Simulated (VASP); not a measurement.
## W: single point with r2SCAN

The system is W.

```
CELL_PARAMETERS angstrom
-1.59730 1.59730 1.72508
1.59730 -1.59730 1.72508
1.59730 1.59730 -1.72508
ATOMIC_POSITIONS crystal
W 0.00000 0.00000 0.00000
```

This cell differs from its parent crystal: strain +0.000 along x and y, +0.080 along z.

- Program: VASP 6.6.1
- Task: single point
- Functional: r2SCAN
- Potentials or basis: VASP PAW PBE potentials, release 64 (W_sv)
- Cutoff: 520 eV
- k mesh: 14 × 14 × 14
- Occupations: gaussian, width 0.15 eV
- Spin: no spin polarisation

| Property | Result |
| --- | --- |
| Pressure | -24.8 GPa |
| Band gap on the k mesh | zero (band 7 reaches 14.27 eV, above the bottom of band 8 at 9.17 eV) |

Stress tensor (GPa, compression positive):
```
-18.90   0.00   0.00
  0.00 -18.90   0.00
  0.00   0.00 -36.62
```

Levels at points of the mesh, in eV from the Fermi level:
```tsv
k point	band 4	band 5	band 6	band 7	band 8	band 9	band 10	band 11
(0.00, 0.00, 0.00)	-39.26	-9.53	-1.37	-1.37	-0.46	1.66	2.83	14.13
(0.50, 0.00, 0.00)	-39.27	-5.91	-2.90	0.05	1.44	3.14	5.30	9.81
(0.50, 0.50, 0.00)	-39.31	-5.84	-3.86	0.61	2.89	3.42	5.53	10.41
(0.50, 0.50, 0.50)	-39.89	-5.28	-5.08	4.44	4.69	4.69	6.32	8.46
```

Wall time 100 s on 1 thread of Intel(R) Xeon(R) Platinum 8375C CPU @ 2.90GHz (Ice Lake) (shared host), peak memory 0.18 GiB.

Caveat: the cell differs from its parent crystal (strain +0.000 along x and y, +0.080 along z); the PAW data sets were made with another functional, which shifts forces and pressure a little; spin-orbit coupling is left out, which moves the levels of the heavy elements.
